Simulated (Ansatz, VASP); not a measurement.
## GaSb: VASP beside Ansatz

The input INCAR:

```
PREC     = Accurate       # precision mode
ENCUT    = 520            # plane-wave cutoff, eV
EDIFF    = 1E-6           # SCF threshold, eV
ISMEAR   = 0              # smearing method
SIGMA    = 0.15           # smearing width, eV
LREAL    = False          # projectors in reciprocal space
LASPH    = True           # aspherical terms in the spheres
NELM     = 80             # most SCF steps
ALGO     = Normal         # electronic algorithm
ISIF     = 2              # what is computed and relaxed
LWAVE    = False          # write WAVECAR
LCHARG   = True           # write CHGCAR
GGA      = PE             # functional
LELF     = True           # ELF
LVHAR    = True         
NBANDS   = 16             # bands
```

KPOINTS

```
Automatic mesh
0
Gamma
  14 14 14
```

Contents of POSCAR:

```
GaSb
1.0
    0.0000000000      3.0590000000      3.0590000000
    2.8754600000      0.0000000000      3.0590000000
    2.8754600000      3.0590000000      0.0000000000
Ga Sb
1 1
Direct
    0.0000000000      0.0000000000      0.0000000000
    0.7500000000      0.7500000000      0.7500000000
```

Input for Ansatz:

```yaml
crystal:
  lattice:
    - [0.0, 3.059, 3.059]
    - [2.87546, 0.0, 3.059]
    - [2.87546, 3.059, 0.0]
  atoms:
    - { symbol: Ga, position: [0.0, 0.0, 0.0] }
    - { symbol: Sb, position: [0.75, 0.75, 0.75] }
basis:
  ecutwfc: 420
kpoints:
  mp_grid: { grid: [14, 14, 14] }
hamiltonian:
  xc: pbe
scf:
  occupations: { method: gaussian, width: 0.15 }
output:
  forces: true
  stress: true
  eigenvalues: true
```

Change from the starting cell: strain -0.0600 x Voigt [1, 0, 0, 0, 0, 0], atoms carried along.

Alike in both runs: task single point; functional PBE; k mesh 14 × 14 × 14; occupations gaussian, width 0.15 eV; no spin polarisation.

|  | VASP | Ansatz |
| --- | --- | --- |
| version | VASP 6.6.1 | Ansatz 0.2.0 |
| potentials or method | VASP PAW PBE potentials, release 64 (Ga_d, Sb), cutoff 520 eV | scalar-relativistic, plane waves, PAW |
| valence electrons in the cell | 18 | 28 |

|  | VASP | Ansatz | Ansatz less VASP |
| --- | --- | --- | --- |
| gap on the k mesh at the Fermi level (eV) | 0.21 | 0.22 | +0.012 |
| least direct gap on the mesh (eV) | 0.23 | 0.23 | -0.004 |
| pressure (GPa) | 6.3 | 6.2 | -0.10 |
| traceless stress, the component that is largest in VASP (GPa) | 1.52 | 1.53 | +0.006 |

With one functional, cell and mesh, what is left measures potentials, basis and numerics. VASP's potentials hold 18 valence electrons a cell and Ansatz's 28, so a difference there can come from the potentials and not from the codes.

Neither program's run includes spin-orbit coupling.
